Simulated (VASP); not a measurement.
# KBr (Fm-3m) in VASP: single point with PBE

Aim: the single point of KBr with PBE.

All numbers are computed with VASP 6.6.1; they aren't measurements. Logs are shortened: lines on timing, memory, paths and dates and some standing lists are left out, and cuts for length are marked.

## (1) The cell of the first run

The structure is cubic, space group Fm-3m (No. 225). The conventional cell has a = 6.600 Å, b = 6.600 Å, c = 6.600 Å, α = 90.00°, β = 90.00°, γ = 90.00°. K (site symmetry m-3m) has 6 Br at 3.30 Å within 4.3 Å. Within 4.3 Å of Br (site symmetry m-3m) lie 6 K at 3.30 Å.

## (2) Single point, PBE

Input file POSCAR:

```
KBr
1.0
    0.0000000000      3.3000000000      3.3000000000
    3.3000000000      0.0000000000      3.3000000000
    3.3000000000      3.3000000000      0.0000000000
K Br
1 1
Direct
    0.0000000000      0.0000000000      0.0000000000
    0.5000000000      0.5000000000      0.5000000000
```

Input file INCAR.step1:

```
ALGO = Normal ; EDIFF = 1E-6
ENCUT = 520 ; GGA = PE
ISIF = 2 ; ISMEAR = 0
LASPH = True ; LCHARG = True
LREAL = False ; LWAVE = False
NBANDS = 15 ; NELM = 80
PREC = Accurate ; SIGMA = 0.05
```

Input file KPOINTS.step1:

```
k-points
0
Gamma
  8 8 8
```

Input file INCAR.step2:

```
ALGO = Normal ; EDIFF = 1E-6
ENCUT = 520 ; GGA = PE
ICHARG = 11 ; ISIF = 2
ISMEAR = -5 ; LASPH = True
LCHARG = False ; LORBIT = 11
LREAL = False ; LWAVE = False
NBANDS = 15 ; NEDOS = 2001
NELM = 80 ; PREC = Accurate
SIGMA = 0.05
```

Input file KPOINTS.step2:

```
k-points
0
Gamma
  12 12 12
```

Potentials or basis: VASP PAW PBE potentials, release 64 (K_sv, Br).

The run is started by

```sh
$ cat potpaw_PBE.64/K_sv/POTCAR potpaw_PBE.64/Br/POTCAR > POTCAR
$ cp INCAR.step1 INCAR
$ cp KPOINTS.step1 KPOINTS
$ mpirun -np 1 vasp_std > vasp.out
$ cp INCAR.step2 INCAR
$ cp KPOINTS.step2 KPOINTS
$ mpirun -np 1 vasp_std > vasp.out
```

OUTCAR:

```text
EDIFF = 1E-6
   ENCUT = 520
   GGA = PE
   ICHARG = 11
   ISIF = 2
   ISMEAR = -5
   LASPH = True
   LORBIT = 11
   LREAL = False
   NELM = 80
   PREC = Accurate

 ion  position               nearest neighbor table
   1  0.000  0.000  0.000-   2 3.30   2 3.30   2 3.30   2 3.30   2 3.30   2 3.30
   2  0.500  0.500  0.500-   1 3.30   1 3.30   1 3.30   1 3.30   1 3.30   1 3.30

  LATTYP: Found a face centered cubic cell.
 ALAT       =     6.6000000000

  Lattice vectors:

 A1 = (   0.0000000000,   3.3000000000,   3.3000000000)
 A2 = (   3.3000000000,   0.0000000000,   3.3000000000)
 A3 = (   3.3000000000,   3.3000000000,   0.0000000000)

Analysis of symmetry for initial positions (statically):
=====================================================================
 Subroutine PRICEL returns:
 Original cell was already a primitive cell.

 Routine SETGRP: Setting up the symmetry group for a
 face centered cubic supercell.

 Subroutine GETGRP returns: Found 48 space group operations
 (whereof 48 operations were pure point group operations)
 out of a pool of 48 trial point group operations.

The static configuration has the point symmetry O_h .

Analysis of symmetry for dynamics (positions and initial velocities):
=====================================================================
 Subroutine PRICEL returns:
 Original cell was already a primitive cell.

 Routine SETGRP: Setting up the symmetry group for a
 face centered cubic supercell.

 Subroutine GETGRP returns: Found 48 space group operations
 (whereof 48 operations were pure point group operations)
 out of a pool of 48 trial point group operations.

The dynamic configuration has the point symmetry O_h .

 Subroutine INISYM returns: Found 48 space group operations
 (whereof 48 operations are pure point group operations),
 and found     1 'primitive' translations

----------------------------------------------------------------------------------------

                                     Primitive cell

  volume of cell :      71.8740

  direct lattice vectors                    reciprocal lattice vectors
     0.000000000  3.300000000  3.300000000    -0.151515152  0.151515152  0.151515152
     3.300000000  0.000000000  3.300000000     0.151515152 -0.151515152  0.151515152
     3.300000000  3.300000000  0.000000000     0.151515152  0.151515152 -0.151515152

  length of vectors
     4.666904756  4.666904756  4.666904756     0.262431941  0.262431941  0.262431941

  position of ions in fractional coordinates (direct lattice)
     0.000000000  0.000000000  0.000000000
     0.500000000  0.500000000  0.500000000

[... 98 lines left out ...]
     AMIX_MAG =   1.60;   BMIX_MAG =  1.00
  volume/ion in A,a.u.               =      35.94       242.51
  Fermi-wavevector in a.u.,A,eV,Ry     =   0.992181  1.874950 13.393889  0.984423
  Thomas-Fermi vector in A             =   2.123975
   LORBIT       =     11    0 simple, 1 ext, 2 COOP (PROOUT), +10 PAW based schemes
   GGA     = PE    functional components
   LHFCALC =     F    Hartree Fock is set to
   AEXX    =    0.0000 exact exchange contribution
   IVDW    =     0    specifies the selected vdW correction
   LEPSILON=     F    determine dielectric tensor
   LRPA    =     F    only Hartree local field effects (RPA)
 non-spin polarized calculation
 Fermi weights with tetrahedron method with Bloechl corrections
  energy-cutoff  :      520.00
  volume of cell :       71.87
 maximum number of plane-waves:      1964

 number of electron      15.9999997 magnetization

 Free energy of the ion-electron system (eV)
  ---------------------------------------------------
  ext. energy  EPLUGINS =         0.00000000
  ---------------------------------------------------
  free energy    TOTEN  =        -6.21508390 eV

  energy without entropy =       -6.21508390  energy(sigma->0) =       -6.21508390

 E-fermi :  -1.7238     XC(G=0):  -7.3706

 val. band max:       -1.7405862068   @ k =   0.0000   0.0000   0.0000
 cond. band min:       2.6932951996   @ k =   0.0000   0.0000   0.0000
 fundamental gap:      4.4338814064
 Fermi energy:        -1.7237565017

 k-point     1 :       0.0000    0.0000    0.0000
  band No.  band energies     occupation
      1     -29.5217      2.00000
      2     -14.0328      2.00000
      3     -12.9990      2.00000
      4     -12.9990      2.00000
      5     -12.9990      2.00000
      6      -1.7406      2.00000
      7      -1.7406      2.00000
      8      -1.7406      2.00000
      9       2.6933      0.00000
     10       5.8635      0.00000
     11       5.8635      0.00000
     12       5.8635      0.00000
     13       6.6867      0.00000
     14       6.6867      0.00000
[... 401 lines left out ...]
      2     -14.1603      2.00000
      3     -13.0263      2.00000
      4     -13.0087      2.00000
      5     -12.8020      2.00000
      6      -2.7831      2.00000
      7      -2.1639      2.00000
      8      -2.0802      2.00000
      9       5.1260      0.00000
     10       6.2476      0.00000
     11       7.3535      0.00000
     12       7.8339      0.00000
     13       7.8980      0.00000
     14       8.8980      0.00000
     15       9.3137      0.00000

 [... further k-points ...]

------------------------ aborting loop because EDIFF is reached ----------------------------------------

  FORCE on cell =-STRESS in cart. coord.  units (eV):
  Direction    XX          YY          ZZ          XY          YZ          ZX
  --------------------------------------------------------------------------------------
  -------------------------------------------------------------------------------------
  Total        0.3376549      0.3376549      0.3376549      0.0000000     -0.0000000      0.0000000
  in kB        7.5268259      7.5268259      7.5268259      0.0000000     -0.0000000      0.0000000
  external PRESSURE =       7.5268259 kB  Pullay stress =       0.0000000 kB

 VOLUME and BASIS-vectors are now :
 -----------------------------------------------------------------------------
  energy-cutoff  :      520.00
  volume of cell :       71.87
      direct lattice vectors                 reciprocal lattice vectors
     0.000000000  3.300000000  3.300000000    -0.151515152  0.151515152  0.151515152
     3.300000000  0.000000000  3.300000000     0.151515152 -0.151515152  0.151515152
     3.300000000  3.300000000  0.000000000     0.151515152  0.151515152 -0.151515152

 POSITION                                       TOTAL-FORCE (eV/Angst)
 -----------------------------------------------------------------------------------
      0.00000      0.00000      0.00000         0.000000     -0.000000     -0.000000
      3.30000      3.30000      3.30000        -0.000000      0.000000      0.000000
 -----------------------------------------------------------------------------------
    total drift:                                0.000000      0.000000      0.000000

  FREE ENERGIE OF THE ION-ELECTRON SYSTEM (eV)
  ---------------------------------------------------
  free  energy   TOTEN  =        -6.2150838970 eV

  energy  without entropy=       -6.2150838970  energy(sigma->0) =       -6.21508390

 total charge

# of ion       s       p       d       tot
------------------------------------------
    1        1.957   5.581   0.025   7.563
    2        1.599   3.304   0.001   4.904
--------------------------------------------------
tot          3.557   8.885   0.025  12.467
```

Run time: 99 s. Hardware: 1 thread of Intel Xeon 8259CL, shared host; peak memory 0.24 GiB.

What came out:

```
Valence electrons inside the program's atomic spheres : K 7.56; Br 4.90
```

Levels at points of the mesh, in eV from the valence-band top:
```tsv
k point	band 4	band 5	band 6	band 7	band 8	band 9	band 10	band 11	band 12	band 13
(0.00, 0.00, 0.00)	-11.26	-11.26	0.00	0.00	0.00	4.43	7.60	7.60	7.60	8.43
(0.50, 0.00, 0.00)	-11.26	-11.01	-1.18	-0.33	-0.33	6.59	8.24	9.76	9.76	10.08
(0.50, 0.50, 0.00)	-11.29	-11.29	-0.81	-0.29	-0.29	5.86	7.20	9.37	9.51	9.67
```
